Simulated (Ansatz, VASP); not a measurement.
## SnSe: VASP beside Ansatz

Contents of INCAR:

```
SYSTEM = SnSe
ALGO = Normal ; EDIFF = 1E-6
ENCUT = 520 ; GGA = PE
ISIF = 2 ; ISMEAR = -1
LASPH = .TRUE. ; LCHARG = .FALSE.
LREAL = .FALSE. ; LWAVE = .FALSE.
NBANDS = 17 ; NELM = 80
PREC = Accurate ; SIGMA = 0.04
```

File KPOINTS:

```
k-points
0
G
  5 5 5
  0 0 0
```

The input POSCAR:

```
SnSe
1.0
    0.0000000000      3.0100000000      3.0100000000
    3.0100000000      0.0000000000      3.0100000000
    3.0100000000      3.0100000000      0.0000000000
Sn Se
1 1
Direct
    0.0000000000      0.0000000000      0.0000000000
    0.5000000000      0.5000000000      0.5000000000
```

Contents of input.yaml:

```yaml
crystal:
  lattice:
    - [0.0, 3.01, 3.01]
    - [3.01, 0.0, 3.01]
    - [3.01, 3.01, 0.0]
  atoms:
    - { symbol: Sn, position: [0.0, 0.0, 0.0] }
    - { symbol: Se, position: [0.5, 0.5, 0.5] }
kpoints:
  mp_grid: { grid: [5, 5, 5] }
scf:
  occupations: { method: fermi_dirac, width: 0.04 }
hamiltonian:
  xc: pbe
  pseudopotentials: { kind: all_electron, lapw: { basis_error: 0.002 } }
output:
  forces: true
  stress: true
  eigenvalues: true
```

Alike in both runs: task single point; functional PBE; k mesh 5 × 5 × 5; occupations fermi-dirac, width 0.04 eV; no spin polarisation.

|  | VASP | Ansatz |
| --- | --- | --- |
| version | VASP 6.6.1 | Ansatz 0.2.0 |
| potentials or method | VASP PAW PBE potentials, release 64 (Sn_d, Se), cutoff 520 eV | all-electron LAPW, scalar-relativistic |

Ansatz gave:

- pressure (GPa): 0.8

Q: Estimate VASP's values.

A: Pressure (GPa): 0.7.

Ansatz ran all-electron here, and VASP with PAW potentials.
